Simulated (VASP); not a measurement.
Write the native input for VASP 6.6.1 that does the following.

| Property | Result |
| --- | --- |
| Task | single point |
| Functional | LDA |
| Potentials or basis | VASP PAW LDA potentials, release 64 (Li_sv, In_d, Pt) |
| Cutoff | 750 eV |
| k mesh | 8 × 8 × 10 |
| Occupations | gaussian, width 0.15 eV |
| Spin | no spin polarisation |
| Dipole correction | no |
| Further INCAR settings | ALGO = Normal; EDIFF = 1e-06; NBANDS = 20 |

The structure of LiInPt lies in POSCAR:

```
LiInPt
1.0
    4.4398300000      0.0000000000      0.0000000000
   -2.2199200000      3.8450100000      0.0000000000
    0.0000000000      0.0000000000      2.9206000000
Li In Pt
1 1 1
Direct
    0.0000000000      0.0000000000      0.0000000000
    0.3333333333      0.6666666667      0.5000000000
    0.6666666667      0.3333333333      0.0000000000
```

The input as run:

INCAR

```
SYSTEM = LiInPt
PREC     = Accurate       ! precision mode
ENCUT    = 750            ! plane-wave cutoff, eV
EDIFF    = 1E-6           ! SCF threshold, eV
ISMEAR   = 0              ! smearing method
SIGMA    = 0.15           ! smearing width, eV
LREAL    = .FALSE.        ! projectors in reciprocal space
LASPH    = .TRUE.         ! aspherical terms in the spheres
NELM     = 120            ! most SCF steps
ALGO     = Normal         ! electronic algorithm
ISIF     = 2              ! what is computed and relaxed
LWAVE    = .FALSE.        ! write WAVECAR
LCHARG   = .FALSE.        ! write CHGCAR
NBANDS   = 20             ! bands
GGA_COMPAT= .FALSE.
```

KPOINTS

```
regular mesh
0
G
  8 8 10
  0 0 0
```

Potentials or basis: VASP PAW LDA potentials, release 64 (Li_sv, In_d, Pt).

Command:

```console
$ cat potpaw_LDA.64/Li_sv/POTCAR potpaw_LDA.64/In_d/POTCAR potpaw_LDA.64/Pt/POTCAR > POTCAR
$ mpirun -np 1 vasp_std > vasp.out
```

Results of the run:

```
Pressure               : -8.3 GPa
Band gap on the k mesh : zero (bands 13 and 14 overlap by 4.52 eV)
```

Caveat: the cell stands under tension; spin-orbit coupling is left out, which moves the levels of the heavy elements.

Run time: 30 s on 1 thread of Intel(R) Xeon(R) 6975P-C (Granite Rapids), with other jobs on the host, peak memory 0.25 GiB.
